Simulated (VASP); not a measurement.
# Nb (P6/mmm) in VASP: single point with PBEsol

Aim: the single point of Nb with PBEsol.

All numbers are computed with VASP 6.6.1; they aren't measurements. Logs are shortened: lines on timing, memory, paths and dates and some standing lists are left out, and cuts for length are marked.

## Step 1: The cell of the first run

Symmetry: P6/mmm, No. 191, hexagonal system. Conventional cell: a = 4.826 Å, b = 4.826 Å, c = 2.656 Å, α = 90.00°, β = 90.00°, γ = 120.00°. Nb (site symmetry 6/mmm) has 14 Nb at 2.66 to 3.09 Å within 3.5 Å. Nb (site symmetry -6m2) has 11 Nb at 2.66 to 3.09 Å within 3.5 Å.

This isn't the form of Nb at room conditions, which is bcc.

## Step 2: Single point, PBEsol

The input, INCAR:

```
PREC = Accurate
ENCUT = 520
EDIFF = 1E-7
ISMEAR = -1
SIGMA = 0.1
LREAL = F
LASPH = T
NELM = 100
ALGO = Normal
ISIF = 2
LWAVE = F
LCHARG = F
GGA = PS
NBANDS = 26
```

The input, KPOINTS:

```
regular mesh
0
Gamma
  10 10 16
```

The input, POSCAR:

```
Nb
1.0
    4.8257851459      0.0000000000      0.0000000000
   -2.4128925729      4.1792525295      0.0000000000
    0.0000000000      0.0000000000      2.6558931449
Nb
3
Direct
    0.0000000000      1.0000000000      1.0000000000
    0.3333333333      0.6666666667      0.5000000000
    0.6666666667      0.3333333333      0.5000000000
```

Potentials or basis: VASP PAW PBE potentials, release 64 (Nb_sv).

The run is started by

```bash
cat potpaw_PBE.64/Nb_sv/POTCAR > POTCAR
mpirun -np 1 vasp_std > vasp.out
```

OUTCAR:

```text
PREC = Accurate
   ENCUT = 520
   EDIFF = 1E-7
   ISMEAR = -1
   LREAL = F
   LASPH = T
   NELM = 100
   ISIF = 2
   GGA = PS

 ion  position               nearest neighbor table
   1  0.000  0.000  0.000-
   2  0.333  0.667  0.500-   3 2.79   3 2.79   3 2.79
   3  0.667  0.333  0.500-   2 2.79   2 2.79   2 2.79

  LATTYP: Found a hexagonal cell.
 ALAT       =     4.8257851459
 C/A-ratio  =     0.5503546189

  Lattice vectors:

 A1 = (   4.8257851459,   0.0000000000,   0.0000000000)
 A2 = (  -2.4128925729,   4.1792525295,   0.0000000000)
 A3 = (   0.0000000000,   0.0000000000,   2.6558931449)

Analysis of symmetry for initial positions (statically):
=====================================================================
 Subroutine PRICEL returns:
 Original cell was already a primitive cell.

 Routine SETGRP: Setting up the symmetry group for a
 hexagonal supercell.

 Subroutine GETGRP returns: Found 24 space group operations
 (whereof 24 operations were pure point group operations)
 out of a pool of 24 trial point group operations.

The static configuration has the point symmetry D_6h.

Analysis of symmetry for dynamics (positions and initial velocities):
=====================================================================
 Subroutine PRICEL returns:
 Original cell was already a primitive cell.

 Routine SETGRP: Setting up the symmetry group for a
 hexagonal supercell.

 Subroutine GETGRP returns: Found 24 space group operations
 (whereof 24 operations were pure point group operations)
 out of a pool of 24 trial point group operations.

The dynamic configuration has the point symmetry D_6h.

 Subroutine INISYM returns: Found 24 space group operations
 (whereof 24 operations are pure point group operations),
 and found     1 'primitive' translations

----------------------------------------------------------------------------------------

                                     Primitive cell

  volume of cell :      53.5645

  direct lattice vectors                    reciprocal lattice vectors
     4.825785146  0.000000000  0.000000000     0.207220166  0.119638619  0.000000000
    -2.412892573  4.179252530  0.000000000     0.000000000  0.239277237  0.000000000
     0.000000000  0.000000000  2.655893145     0.000000000  0.000000000  0.376521172

  length of vectors
     4.825785146  4.825785146  2.655893145     0.239277237  0.239277237  0.376521172

  position of ions in fractional coordinates (direct lattice)
     0.000000000  0.000000000  0.000000000
     0.333333333  0.666666667  0.500000000
     0.666666667  0.333333333  0.500000000

  ion indices of the primitive-cell ions
   primitive index   ion index
                 1           1
                 2           2
                 3           3

----------------------------------------------------------------------------------------

 KPOINTS: regular mesh

Automatic generation of k-mesh.
 Grid dimensions read from file:
 generate k-points for:   10   10   16

 Generating k-lattice:

  Cartesian coordinates                     Fractional coordinates (reciprocal lattice)
     0.020722017  0.011963862  0.000000000     0.100000000  0.000000000  0.000000000
     0.000000000  0.023927724  0.000000000     0.000000000  0.100000000  0.000000000
     0.000000000  0.000000000  0.023532573     0.000000000  0.000000000  0.062500000

  Length of vectors
     0.023927724  0.023927724  0.023532573

  Shift w.r.t. Gamma in fractional coordinates (k-lattice)
     0.000000000  0.000000000  0.000000000

 Subroutine IBZKPT returns following result:
 ===========================================

 Found    126 irreducible k-points:

 Following reciprocal coordinates:
            Coordinates               Weight
  0.000000  0.000000  0.000000      1.000000
  0.100000  0.000000  0.000000      6.000000
  0.200000  0.000000  0.000000      6.000000
  0.300000  0.000000  0.000000      6.000000
  0.400000  0.000000  0.000000      6.000000
  0.500000  0.000000  0.000000      3.000000
[... 16 lines left out ...]
  0.300000  0.100000  0.062500     24.000000
  0.400000  0.100000  0.062500     24.000000
 [... further k-points ...]
   k-points           NKPTS =    126   k-points in BZ     NKDIM =    126   number of bands    NBANDS=     26
   number of dos      NEDOS =    301   number of ions     NIONS =      3
   total plane-waves  NPLWV =  25920
   dimension x,y,z NGX =    36 NGY =   36 NGZ =   20
   dimension x,y,z NGXF=    72 NGYF=   72 NGZF=   40
   ions per type =               3
   NGX,Y,Z   is equivalent  to a cutoff of  12.40, 12.40, 12.52 a.u.
   NGXF,Y,Z  is equivalent  to a cutoff of  24.80, 24.80, 25.04 a.u.
 SYSTEM =  unknown system
   PREC   = accura    normal or accurate (medium, high low for compatibility)
   ISTART =      0    job   : 0-new  1-cont  2-samecut
   ICHARG =      2    charge: 1-file 2-atom 10-const
   ISPIN  =      1    spin polarized calculation?
   LNONCOLLINEAR =      F non collinear calculations
   LSORBIT =      F    spin-orbit coupling
   LASPH  =      T    aspherical Exc in radial PAW
   ENCUT  =  520.0 eV  38.22 Ry    6.18 a.u.   8.97  8.97  4.94*2*pi/ulx,y,z
   NELM   =    100;   NELMIN=  2; NELMDL= -5     # of ELM steps
   EDIFF  = 0.1E-06   stopping-criterion for ELM
   LREAL  =      F    real-space projection
   EDIFFG = 0.1E-05   stopping-criterion for IOM
   NSW    =      0    number of steps for IOM
   IBRION =     -1    ionic relax: 0-MD 1-quasi-New 2-CG
   NFREE  =      0    steps in history (QN), initial steepest desc. (CG)
   ISIF   =      2    stress and relaxation
   ISYM   =      2    0-nonsym 1-usesym 2-fastsym
   POTIM  = 0.5000    time-step for ionic-motion
   TEBEG  =    0.0;   TEEND  =   0.0 temperature during run
   PSTRESS=    0.0 pullay stress
   NELECT =      39.0000    total number of electrons
   NUPDOWN=      -1.0000    fix difference up-down
   EMIN   =  10.00;   EMAX   =-10.00  energy-range for DOS
   EFERMI =   0.00;   METHOD = LEGACY
   ISMEAR =    -1;   SIGMA  =   0.10  broadening in eV -4-tet -1-fermi 0-gaus
   EFERMI_NEDOS =   21; number of points for ismear=-14 and -15
   IALGO  =     38    algorithm
   IMIX   =      4    mixing-type and parameters
     AMIX     =   0.40;   BMIX     =  1.00
     AMIX_MAG =   1.60;   BMIX_MAG =  1.00
  volume/ion in A,a.u.               =      17.85       120.49
  Fermi-wavevector in a.u.,A,eV,Ry     =   1.472778  2.783147 29.512059  2.169075
  Thomas-Fermi vector in A             =   2.587751
   LORBIT       =      0    0 simple, 1 ext, 2 COOP (PROOUT), +10 PAW based schemes
   GGA     = PS    functional components
   LHFCALC =     F    Hartree Fock is set to
   AEXX    =    0.0000 exact exchange contribution
   IVDW    =     0    specifies the selected vdW correction
   LEPSILON=     F    determine dielectric tensor
   LRPA    =     F    only Hartree local field effects (RPA)
 non-spin polarized calculation
  energy-cutoff  :      520.00
  volume of cell :       53.56
 maximum number of plane-waves:      1458
 NGX is ok and might be reduce to    36
   NGX = 17   NGY = 17   NGZ =  9

 number of electron      39.0000004 magnetization

 Free energy of the ion-electron system (eV)
  ---------------------------------------------------
  ext. energy  EPLUGINS =         0.00000000
  ---------------------------------------------------
  free energy    TOTEN  =       -32.27473314 eV

  energy without entropy =      -32.17618664  energy(sigma->0) =      -32.22545989

 E-fermi :  11.3902     XC(G=0): -12.6614

 val. band max:       11.3885502490   @ k =   0.3000   0.1000   0.2500
 cond. band min:      11.3938431354   @ k =   0.3000   0.0000   0.2500
 fundamental gap:      0.0052928864
 Fermi energy:        11.3901752683

 k-point     1 :       0.0000    0.0000    0.0000
  band No.  band energies     occupation
      1     -43.1554      2.00000
      2     -42.9311      2.00000
      3     -42.8892      2.00000
      4     -19.5417      2.00000
      5     -19.5417      2.00000
      6     -19.3017      2.00000
[... 18 lines left out ...]
     25      14.3993      0.00000
     26      14.3993      0.00000

 k-point     2 :       0.1000    0.0000    0.0000
  band No.  band energies     occupation
      1     -43.1486      2.00000
      2     -42.9334      2.00000
      3     -42.8940      2.00000
      4     -19.5937      2.00000
      5     -19.5724      2.00000
      6     -19.2401      2.00000
[... 18 lines left out ...]
     25      14.7640      0.00000
     26      14.8019      0.00000

 k-point     3 :       0.2000    0.0000    0.0000
  band No.  band energies     occupation
      1     -43.1289      2.00000
      2     -42.9405      2.00000
      3     -42.9075      2.00000
      4     -19.6812      2.00000
      5     -19.5942      2.00000
      6     -19.1243      2.00000
[... 18 lines left out ...]
     25      15.1694      0.00000
     26      15.2930      0.00000

 k-point     4 :       0.3000    0.0000    0.0000
  band No.  band energies     occupation
      1     -43.0988      2.00000
      2     -42.9543      2.00000
      3     -42.9246      2.00000
      4     -19.7560      2.00000
      5     -19.5582      2.00000
      6     -19.0047      2.00000
[... 18 lines left out ...]
     25      15.5736      0.00000
     26      15.7586      0.00000
[... 496 lines left out ...]
      1     -43.1007      2.00000
      2     -42.9392      2.00000
      3     -42.9116      2.00000
      4     -19.6950      2.00000
      5     -19.5955      2.00000
      6     -19.0260      2.00000
[... 18 lines left out ...]
     25      15.4539      0.00000
     26      15.5072      0.00000

 k-point    23 :       0.3000    0.1000    0.0625
  band No.  band energies     occupation
      1     -43.0678      2.00000
      2     -42.9565      2.00000
      3     -42.9280      2.00000
      4     -19.7483      2.00000
      5     -19.5299      2.00000
      6     -19.0090      2.00000
[... 18 lines left out ...]
     25      15.0829      0.00000
     26      15.8013      0.00000

 k-point    24 :       0.4000    0.1000    0.0625
  band No.  band energies     occupation
      1     -43.0327      2.00000
      2     -42.9849      2.00000
      3     -42.9352      2.00000
      4     -19.7774      2.00000
      5     -19.4140      2.00000
      6     -19.1873      2.00000
[... 18 lines left out ...]
     25      14.5715      0.00000
     26      15.3595      0.00000

 [... further k-points ...]

------------------------ aborting loop because EDIFF is reached ----------------------------------------

  FORCE on cell =-STRESS in cart. coord.  units (eV):
  Direction    XX          YY          ZZ          XY          YZ          ZX
  --------------------------------------------------------------------------------------
  -------------------------------------------------------------------------------------
  Total        0.0131310      0.0131310     -0.2440782      0.0000000      0.0000000      0.0000000
  in kB        0.3927636      0.3927636     -7.3006654      0.0000000      0.0000000      0.0000000
  external PRESSURE =      -2.1717127 kB  Pullay stress =       0.0000000 kB

 VOLUME and BASIS-vectors are now :
 -----------------------------------------------------------------------------
  energy-cutoff  :      520.00
  volume of cell :       53.56
      direct lattice vectors                 reciprocal lattice vectors
     4.825785146  0.000000000  0.000000000     0.207220166  0.119638619  0.000000000
    -2.412892573  4.179252530  0.000000000     0.000000000  0.239277237  0.000000000
     0.000000000  0.000000000  2.655893145     0.000000000  0.000000000  0.376521172

 POSITION                                       TOTAL-FORCE (eV/Angst)
 -----------------------------------------------------------------------------------
      0.00000      0.00000      0.00000        -0.000000      0.000000     -0.000000
     -0.00000      2.78617      1.32795         0.000000     -0.000000      0.000000
      2.41289      1.39308      1.32795        -0.000000      0.000000     -0.000000
 -----------------------------------------------------------------------------------
    total drift:                                0.000000      0.000000     -0.000000

  FREE ENERGIE OF THE ION-ELECTRON SYSTEM (eV)
  ---------------------------------------------------
  free  energy   TOTEN  =       -32.2747331411 eV

  energy  without entropy=      -32.1761866441  energy(sigma->0) =      -32.22545989
```

Wall time 4.9 min (1 thread of Intel Xeon 8259CL, shared host); peak memory 0.26 GiB.

Results:

```yaml
Free_energy: -32.2747 eV
Pressure: -0.2 GPa
Band_gap_on_the_k_mesh: zero (an odd number of electrons rules out a gap without spin polarisation)
```

Stress tensor (GPa, compression positive):
```
 0.04  0.00  0.00
 0.00  0.04  0.00
 0.00  0.00 -0.73
```

Caveat: the PAW data sets were made with another functional, which shifts forces and pressure a little.
